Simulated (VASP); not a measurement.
# LiTlSe2 (P-4m2) in VASP: further runs

Runs on LiTlSe2. Level: PBE. Tasks: single point.

All numbers are computed with VASP 6.6.1; they aren't measurements. Logs are shortened: lines on timing, memory, paths and dates and some standing lists are left out, and cuts for length are marked.

## (1) The cell of the first run

Symmetry: P-4m2, No. 115, tetragonal system. Conventional cell: a = 4.274 Å, b = 4.274 Å, c = 5.953 Å, α = 90.00°, β = 90.00°, γ = 90.00°. Li (site symmetry -4m2) has 4 Se at 2.53 Å within 3.3 Å. Se (site symmetry 2mm) has 2 Li at 2.53 Å and 2 Tl at 2.69 Å within 3.3 Å. Within 3.5 Å of Tl (site symmetry -4m2) lie 4 Se at 2.69 Å.

## (2) Single point, PBE (27.19 Å³/atom)

INCAR

```
  ALGO = Normal
  EDIFF = 1E-6
  ENCUT = 750
  GGA = PE
  GGA_COMPAT = False
  ISIF = 2
  ISMEAR = 0
  LASPH = True
  LCHARG = False
  LREAL = False
  LWAVE = False
  NBANDS = 22
  NELM = 120
  PREC = Accurate
  SIGMA = 0.01
```

KPOINTS

```
k-points
0
Gamma
  6 6 4
```

POSCAR

```
LiTlSe2
1.0
    4.2741502572      0.0000000000      0.0000000000
    0.0000000000      4.2741502572      0.0000000000
    0.0000000000      0.0000000000      5.9525067764
Li Se Tl
1 2 1
Direct
    0.0000000000      0.0000000000      0.0000000000
    0.0000000000      0.5000000000      0.2268148555
    0.5000000000      0.0000000000      0.7731851445
    0.5000000000      0.5000000000      0.5000000000
```

Potentials or basis: VASP PAW PBE potentials, release 64 (Li_sv, Se, Tl_d).

On the command line:

```console
$ cat potpaw_PBE.64/Li_sv/POTCAR potpaw_PBE.64/Se/POTCAR potpaw_PBE.64/Tl_d/POTCAR > POTCAR
$ mpirun -np 1 vasp_std > vasp.out
```

OUTCAR:

```text
EDIFF = 1E-6
   ENCUT = 750
   GGA = PE
   ISIF = 2
   ISMEAR = 0
   LASPH = True
   LREAL = False
   NELM = 120
   PREC = Accurate

 ion  position               nearest neighbor table
   1  0.000  0.000  0.000-   2 2.53   3 2.53   2 2.53   3 2.53
   2  0.000  0.500  0.227-   1 2.53   1 2.53   4 2.69   4 2.69
   3  0.500  0.000  0.773-   1 2.53   1 2.53   4 2.69   4 2.69
   4  0.500  0.500  0.500-   2 2.69   3 2.69   3 2.69   2 2.69

  LATTYP: Found a simple tetragonal cell.
 ALAT       =     4.2741502572
 C/A-ratio  =     1.3926760685

  Lattice vectors:

 A1 = (   4.2741502572,   0.0000000000,   0.0000000000)
 A2 = (   0.0000000000,   4.2741502572,   0.0000000000)
 A3 = (   0.0000000000,   0.0000000000,   5.9525067764)

Analysis of symmetry for initial positions (statically):
=====================================================================
 Subroutine PRICEL returns:
 Original cell was already a primitive cell.

 Routine SETGRP: Setting up the symmetry group for a
 simple tetragonal supercell.

 Subroutine GETGRP returns: Found  8 space group operations
 (whereof  8 operations were pure point group operations)
 out of a pool of 16 trial point group operations.

The static configuration has the point symmetry D_2d.

Analysis of symmetry for dynamics (positions and initial velocities):
=====================================================================
 Subroutine PRICEL returns:
 Original cell was already a primitive cell.

 Routine SETGRP: Setting up the symmetry group for a
 simple tetragonal supercell.

 Subroutine GETGRP returns: Found  8 space group operations
 (whereof  8 operations were pure point group operations)
 out of a pool of 16 trial point group operations.

The dynamic configuration has the point symmetry D_2d.

 Subroutine INISYM returns: Found  8 space group operations
 (whereof  8 operations are pure point group operations),
 and found     1 'primitive' translations

----------------------------------------------------------------------------------------

                                     Primitive cell

  volume of cell :     108.7425

  direct lattice vectors                    reciprocal lattice vectors
     4.274150257  0.000000000  0.000000000     0.233964634  0.000000000  0.000000000
     0.000000000  4.274150257  0.000000000     0.000000000  0.233964634  0.000000000
     0.000000000  0.000000000  5.952506776     0.000000000  0.000000000  0.167996449

  length of vectors
     4.274150257  4.274150257  5.952506776     0.233964634  0.233964634  0.167996449

  position of ions in fractional coordinates (direct lattice)
     0.000000000  0.000000000  0.000000000
     0.000000000  0.500000000  0.226814856
     0.500000000  0.000000000  0.773185144
     0.500000000  0.500000000  0.500000000

  ion indices of the primitive-cell ions
   primitive index   ion index
                 1           1
                 2           2
                 3           3
                 4           4

----------------------------------------------------------------------------------------

 KPOINTS: k-points

Automatic generation of k-mesh.
 Grid dimensions read from file:
 generate k-points for:    6    6    4

 Generating k-lattice:

  Cartesian coordinates                     Fractional coordinates (reciprocal lattice)
     0.038994106  0.000000000  0.000000000     0.166666667  0.000000000  0.000000000
     0.000000000  0.038994106  0.000000000     0.000000000  0.166666667  0.000000000
     0.000000000  0.000000000  0.041999112     0.000000000  0.000000000  0.250000000

  Length of vectors
     0.038994106  0.038994106  0.041999112

  Shift w.r.t. Gamma in fractional coordinates (k-lattice)
     0.000000000  0.000000000  0.000000000

 Subroutine IBZKPT returns following result:
 ===========================================

 Found     30 irreducible k-points:

 Following reciprocal coordinates:
            Coordinates               Weight
  0.000000  0.000000  0.000000      1.000000
  0.166667  0.000000  0.000000      4.000000
  0.333333  0.000000  0.000000      4.000000
  0.500000  0.000000  0.000000      2.000000
  0.166667  0.166667  0.000000      4.000000
  0.333333  0.166667  0.000000      8.000000
[... 16 lines left out ...]
  0.333333  0.000000  0.500000      4.000000
  0.500000  0.000000  0.500000      2.000000
 [... further k-points ...]
   k-points           NKPTS =     30   k-points in BZ     NKDIM =     30   number of bands    NBANDS=     22
   number of dos      NEDOS =    301   number of ions     NIONS =      4
   total plane-waves  NPLWV =  86400
   dimension x,y,z NGX =    40 NGY =   40 NGZ =   54
   dimension x,y,z NGXF=    80 NGYF=   80 NGZF=  108
   ions per type =               1   2   1
   NGX,Y,Z   is equivalent  to a cutoff of  15.56, 15.56, 15.08 a.u.
   NGXF,Y,Z  is equivalent  to a cutoff of  31.12, 31.12, 30.16 a.u.
 SYSTEM =  unknown system
   PREC   = accura    normal or accurate (medium, high low for compatibility)
   ISTART =      0    job   : 0-new  1-cont  2-samecut
   ICHARG =      2    charge: 1-file 2-atom 10-const
   ISPIN  =      1    spin polarized calculation?
   LNONCOLLINEAR =      F non collinear calculations
   LSORBIT =      F    spin-orbit coupling
   LASPH  =      T    aspherical Exc in radial PAW
   ENCUT  =  750.0 eV  55.12 Ry    7.42 a.u.   9.54  9.54 13.29*2*pi/ulx,y,z
   NELM   =    120;   NELMIN=  2; NELMDL= -5     # of ELM steps
   EDIFF  = 0.1E-05   stopping-criterion for ELM
   LREAL  =      F    real-space projection
   EDIFFG = 0.1E-04   stopping-criterion for IOM
   NSW    =      0    number of steps for IOM
   IBRION =     -1    ionic relax: 0-MD 1-quasi-New 2-CG
   NFREE  =      0    steps in history (QN), initial steepest desc. (CG)
   ISIF   =      2    stress and relaxation
   ISYM   =      2    0-nonsym 1-usesym 2-fastsym
   POTIM  = 0.5000    time-step for ionic-motion
   TEBEG  =    0.0;   TEEND  =   0.0 temperature during run
   PSTRESS=    0.0 pullay stress
   NELECT =      28.0000    total number of electrons
   NUPDOWN=      -1.0000    fix difference up-down
   EMIN   =  10.00;   EMAX   =-10.00  energy-range for DOS
   EFERMI =   0.00;   METHOD = LEGACY
   ISMEAR =     0;   SIGMA  =   0.01  broadening in eV -4-tet -1-fermi 0-gaus
   EFERMI_NEDOS =   21; number of points for ismear=-14 and -15
   IALGO  =     38    algorithm
   IMIX   =      4    mixing-type and parameters
     AMIX     =   0.40;   BMIX     =  1.00
     AMIX_MAG =   1.60;   BMIX_MAG =  1.00
  volume/ion in A,a.u.               =      27.19       183.46
  Fermi-wavevector in a.u.,A,eV,Ry     =   1.041504  1.968158 14.758661  1.084731
  Thomas-Fermi vector in A             =   2.176128
   LORBIT       =      0    0 simple, 1 ext, 2 COOP (PROOUT), +10 PAW based schemes
   GGA     = PE    functional components
   LHFCALC =     F    Hartree Fock is set to
   AEXX    =    0.0000 exact exchange contribution
   IVDW    =     0    specifies the selected vdW correction
   LEPSILON=     F    determine dielectric tensor
   LRPA    =     F    only Hartree local field effects (RPA)
 non-spin polarized calculation
 Gauss-broadening in eV      SIGMA  =   0.01
  energy-cutoff  :      750.00
  volume of cell :      108.74
 maximum number of plane-waves:      5098
 NGX is ok and might be reduce to    40
   NGX = 19   NGY = 19   NGZ = 27

 number of electron      27.9999999 magnetization

 Free energy of the ion-electron system (eV)
  ---------------------------------------------------
  ext. energy  EPLUGINS =         0.00000000
  ---------------------------------------------------
  free energy    TOTEN  =       -13.60429147 eV

  energy without entropy =      -13.60429147  energy(sigma->0) =      -13.60429147

 E-fermi :   1.8145     XC(G=0):  -8.3722

 val. band max:        1.7279769223   @ k =   0.0000   0.0000   0.0000
 cond. band min:       2.1408681348   @ k =   0.0000   0.0000   0.0000
 fundamental gap:      0.4128912125
 Fermi energy:         1.8144752320

 k-point     1 :       0.0000    0.0000    0.0000
  band No.  band energies     occupation
      1     -42.7547      2.00000
      2     -10.6393      2.00000
      3     -10.3350      2.00000
      4      -9.0558      2.00000
      5      -9.0558      2.00000
      6      -8.9459      2.00000
[... 14 lines left out ...]
     21      10.8435      0.00000
     22      12.3427      0.00000

 k-point     2 :       0.1667    0.0000    0.0000
  band No.  band energies     occupation
      1     -42.7546      2.00000
      2     -10.5942      2.00000
      3     -10.3414      2.00000
      4      -9.0540      2.00000
      5      -9.0129      2.00000
      6      -8.9232      2.00000
[... 14 lines left out ...]
     21      10.8106      0.00000
     22      11.4220      0.00000

 k-point     3 :       0.3333    0.0000    0.0000
  band No.  band energies     occupation
      1     -42.7546      2.00000
      2     -10.5002      2.00000
      3     -10.3650      2.00000
      4      -9.0503      2.00000
      5      -8.9630      2.00000
      6      -8.8684      2.00000
[... 14 lines left out ...]
     21      10.2582      0.00000
     22      10.2891      0.00000
[... 476 lines left out ...]
 k-point    23 :       0.3333    0.0000    0.5000
  band No.  band energies     occupation
      1     -42.7546      2.00000
      2     -10.4655      2.00000
      3     -10.3769      2.00000
      4      -9.0523      2.00000
      5      -8.9441      2.00000
      6      -8.8682      2.00000
[... 14 lines left out ...]
     21       9.5229      0.00000
     22      10.0000      0.00000

 k-point    24 :       0.5000    0.0000    0.5000
  band No.  band energies     occupation
      1     -42.7545      2.00000
      2     -10.4479      2.00000
      3     -10.3799      2.00000
      4      -9.0502      2.00000
      5      -8.9378      2.00000
      6      -8.8771      2.00000
[... 14 lines left out ...]
     21       9.9133      0.00000
     22      10.2154      0.00000

 [... further k-points ...]

------------------------ aborting loop because EDIFF is reached ----------------------------------------

  FORCE on cell =-STRESS in cart. coord.  units (eV):
  Direction    XX          YY          ZZ          XY          YZ          ZX
  --------------------------------------------------------------------------------------
  -------------------------------------------------------------------------------------
  Total        0.7807794      0.7807794      0.8262325      0.0000000      0.0000000      0.0000000
  in kB       11.5037503     11.5037503     12.1734424      0.0000000      0.0000000      0.0000000
  external PRESSURE =      11.7269810 kB  Pullay stress =       0.0000000 kB

 VOLUME and BASIS-vectors are now :
 -----------------------------------------------------------------------------
  energy-cutoff  :      750.00
  volume of cell :      108.74
      direct lattice vectors                 reciprocal lattice vectors
     4.274150257  0.000000000  0.000000000     0.233964634  0.000000000  0.000000000
     0.000000000  4.274150257  0.000000000     0.000000000  0.233964634  0.000000000
     0.000000000  0.000000000  5.952506776     0.000000000  0.000000000  0.167996449

 POSITION                                       TOTAL-FORCE (eV/Angst)
 -----------------------------------------------------------------------------------
      0.00000      0.00000      0.00000         0.000000     -0.000000      0.000000
      0.00000      2.13708      1.35012         0.000000     -0.000000     -0.123932
      2.13708      0.00000      4.60239         0.000000     -0.000000      0.123932
      2.13708      2.13708      2.97625         0.000000      0.000000      0.000000
 -----------------------------------------------------------------------------------
    total drift:                               -0.000000      0.000000     -0.000000

  FREE ENERGIE OF THE ION-ELECTRON SYSTEM (eV)
  ---------------------------------------------------
  free  energy   TOTEN  =       -13.6042914678 eV

  energy  without entropy=      -13.6042914678  energy(sigma->0) =      -13.60429147
```

Wall time 62 s (1 thread of Intel Xeon 6975P-C (Granite Rapids), shared host); peak memory 0.35 GiB.

What came out:

```yaml
Free_energy: -13.6043 eV
Pressure: 1.2 GPa
Largest_force: 0.124 eV/Å
Band_gap_on_the_k_mesh: 0.41 eV
```

Forces on the atoms (eV/Å):
```
Li   0.000  0.000  0.000
Se   0.000  0.000 -0.124
Se   0.000  0.000  0.124
Tl   0.000  0.000  0.000
```

Caveat: spin-orbit coupling is left out, which moves the levels of the heavy elements. A k mesh can miss the band edges.

## (3) Single point, PBE

This run uses another cell than the first one, of 28.03 Å³/atom.

INCAR is that of step 2.

KPOINTS is that of step 2.

POSCAR

```
LiTlSe2
1.0
    4.3177670478      0.0000000000      0.0000000000
    0.0000000000      4.3177670478      0.0000000000
    0.0000000000      0.0000000000      6.0132508369
Li Se Tl
1 2 1
Direct
    0.0000000000      0.0000000000      0.0000000000
    0.0000000000      0.5000000000      0.2268148555
    0.5000000000      0.0000000000      0.7731851445
    0.5000000000      0.5000000000      0.5000000000
```

Potentials or basis: VASP PAW PBE potentials, release 64 (Li_sv, Se, Tl_d).

On the command line:

```console
$ cat potpaw_PBE.64/Li_sv/POTCAR potpaw_PBE.64/Se/POTCAR potpaw_PBE.64/Tl_d/POTCAR > POTCAR
$ mpirun -np 1 vasp_std > vasp.out
```

It took 52 s on 1 thread of Intel Xeon 6975P-C (Granite Rapids), shared host; peak memory 0.36 GiB.

The run converged. Its results:

| Property | Result |
| --- | --- |
| Free energy | -13.6168 eV |
| Pressure | 0.0 GPa |
| Largest force | 0.006 eV/Å |
| Band gap on the k mesh | 0.36 eV |

Forces in eV/Å, atoms in the order of the input:
```
Li   0.000  0.000  0.000
Se   0.000  0.000 -0.006
Se   0.000  0.000  0.006
Tl   0.000  0.000  0.000
```

Levels at points of the mesh, in eV from the valence-band top:
```
           k point  band 11  band 12  band 13  band 14  band 15  band 16  band 17  band 18
(0.00, 0.00, 0.00)    -1.61    -0.22     0.00     0.00     0.36     3.31     5.17     5.72
(0.50, 0.00, 0.00)    -2.01    -1.60    -0.93    -0.44     2.07     5.30     5.41     6.27
(0.50, 0.50, 0.00)    -1.92    -1.60    -1.60    -0.99     1.50     3.29     3.29     6.51
(0.00, 0.00, 0.50)    -1.12    -1.12    -0.69    -0.69     1.93     3.35     5.06     6.62
(0.50, 0.00, 0.50)    -0.87    -0.82    -0.47    -0.43     0.67     4.80     5.58     6.08
(0.50, 0.50, 0.50)    -1.91    -1.91    -1.64    -1.37     2.90     5.20     5.20     6.92
```

Caveat: spin-orbit coupling is left out, which moves the levels of the heavy elements. A k mesh can miss the band edges.

## (4) Single point, PBE (28.87 Å³/atom)

This run uses another cell than the first one, of 28.87 Å³/atom.

INCAR

```
ALGO     = Normal         # electronic algorithm
EDIFF    = 1E-6           # SCF threshold, eV
ENCUT    = 750            # plane-wave cutoff, eV
GGA      = PE             # functional
GGA_COMPAT= F            
ISIF     = 2              # what is computed and relaxed
ISMEAR   = 0              # smearing method
LASPH    = T              # aspherical terms in the spheres
LCHARG   = F              # write CHGCAR
LREAL    = F              # projectors in reciprocal space
LWAVE    = F              # write WAVECAR
NBANDS   = 22             # bands
NELM     = 120            # most SCF steps
PREC     = Accurate       # precision mode
SIGMA    = 0.01           # smearing width, eV
```

KPOINTS is that of step 3.

POSCAR

```
LiTlSe2
1.0
    4.3605199970      0.0000000000      0.0000000000
    0.0000000000      4.3605199970      0.0000000000
    0.0000000000      0.0000000000      6.0727918461
Li Se Tl
1 2 1
Direct
    0.0000000000      0.0000000000      0.0000000000
    0.0000000000      0.5000000000      0.2268148555
    0.5000000000      0.0000000000      0.7731851445
    0.5000000000      0.5000000000      0.5000000000
```

On the command line:

```console
$ cat potpaw_PBE.64/Li_sv/POTCAR potpaw_PBE.64/Se/POTCAR potpaw_PBE.64/Tl_d/POTCAR > POTCAR
$ mpirun -np 1 vasp_std > vasp.out
```

It took 55 s on 1 thread of Intel Xeon 6975P-C (Granite Rapids), shared host; peak memory 0.36 GiB.

Results (log left out):

```
Free energy            : -13.6070 eV
Pressure               : -1.0 GPa
Largest force          : 0.096 eV/Å
Band gap on the k mesh : 0.31 eV
```

Forces on the atoms (eV/Å):
```
Li   0.000  0.000  0.000
Se   0.000  0.000  0.096
Se   0.000  0.000 -0.096
Tl   0.000  0.000  0.000
```

Levels at points of the mesh, in eV from the valence-band top:
```
           k point  band 10  band 11  band 12  band 13  band 14  band 15  band 16  band 17  band 18  band 19
(0.00, 0.00, 0.00)    -1.53    -1.53    -0.22     0.00     0.00     0.31     3.34     5.15     5.69     5.69
(0.50, 0.00, 0.00)    -1.93    -1.91    -1.53    -0.89    -0.41     1.97     5.25     5.33     6.23     6.26
(0.50, 0.50, 0.00)    -1.91    -1.83    -1.53    -1.53    -0.93     1.45     3.32     3.32     6.51     8.76
(0.00, 0.00, 0.50)    -1.28    -1.07    -1.07    -0.65    -0.65     1.83     3.33     5.08     6.52     6.52
(0.50, 0.00, 0.50)    -2.73    -0.84    -0.80    -0.45    -0.40     0.63     4.75     5.55     6.01     6.70
(0.50, 0.50, 0.50)    -2.59    -1.82    -1.82    -1.57    -1.29     2.76     5.15     5.15     6.86     6.86
```

Caveat: spin-orbit coupling is left out, which moves the levels of the heavy elements.

## (5) Summary

| cell | gap on the mesh (eV) | pressure (GPa) | largest force (eV/Å) |
| --- | --- | --- | --- |
| a = 4.274, b = 4.274, c = 5.953 Å, 4 atoms | 0.41 | 1.2 | 0.12 |
| a = 4.318, b = 4.318, c = 6.013 Å, 4 atoms | 0.36 | 0.0 | 0.01 |
| a = 4.361, b = 4.361, c = 6.073 Å, 4 atoms | 0.31 | -1.0 | 0.10 |

Alike in all rows: task single point; level PBE; potentials or basis VASP PAW PBE potentials, release 64 (Li_sv, Se, Tl_d); no spin polarisation; k mesh 6 × 6 × 4; cutoff (eV) 750; smearing gaussian 0.01 eV.

Caveats: spin-orbit coupling is left out, which moves the levels of the heavy elements.

Total energies depend on the potentials used, so only differences within one code and one set of settings carry meaning.
